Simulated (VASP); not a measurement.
Set up this calculation in VASP 6.6.1, as the native input.

```
Task                   : single point
Functional             : PBEsol
Dispersion             : D4
Potentials or basis    : VASP PAW PBE potentials, release 64 (Ge_d)
Cutoff                 : 520 eV
k mesh                 : 8 × 8 × 8
Occupations            : fermi-dirac, width 0.05 eV
Spin                   : no spin polarisation
Dipole correction      : no
Further INCAR settings : ALGO = Normal; EDIFF = 1e-06; NBANDS = 21
```

The structure of Ge lies in POSCAR:

```
Ge
1.0
    0.0000000000      2.8206839971      2.8206839971
    2.8206839971      0.0000000000      2.8206839971
    2.8206839971      2.8206839971      0.0000000000
Ge
2
Direct
    0.7500000000      0.7500000000      0.7500000000
    0.5000000000      0.5000000000      0.5000000000
```

The input as run:

INCAR

```
SYSTEM = Ge
PREC = Accurate ; ENCUT = 520
EDIFF = 1E-6 ; ISMEAR = -1
SIGMA = 0.05 ; LREAL = .FALSE.
LASPH = .TRUE. ; NELM = 80
ALGO = Normal ; ISIF = 2
LWAVE = .FALSE. ; LCHARG = .FALSE.
GGA = PS ; IVDW = 13
NBANDS = 21
```

KPOINTS

```
regular mesh
0
G
  8 8 8
  0 0 0
```

Potentials or basis: VASP PAW PBE potentials, release 64 (Ge_d).

Command:

```sh
$ cat potpaw_PBE.64/Ge_d/POTCAR > POTCAR
$ mpirun -np 1 vasp_std > vasp.out
```

It gave:

```yaml
Pressure: -0.1 GPa
Band_gap_on_the_k_mesh: 0.07 eV
Dispersion_energy_per_atom: -0.188 eV
```

Caveat: semilocal functionals underestimate gaps, and a narrow one can read as zero; the PAW data sets were made with another functional, which shifts forces and pressure a little.

Wall time 44 s on 1 thread of Intel Xeon 8259CL, with other jobs on the host, peak memory 0.17 GiB.
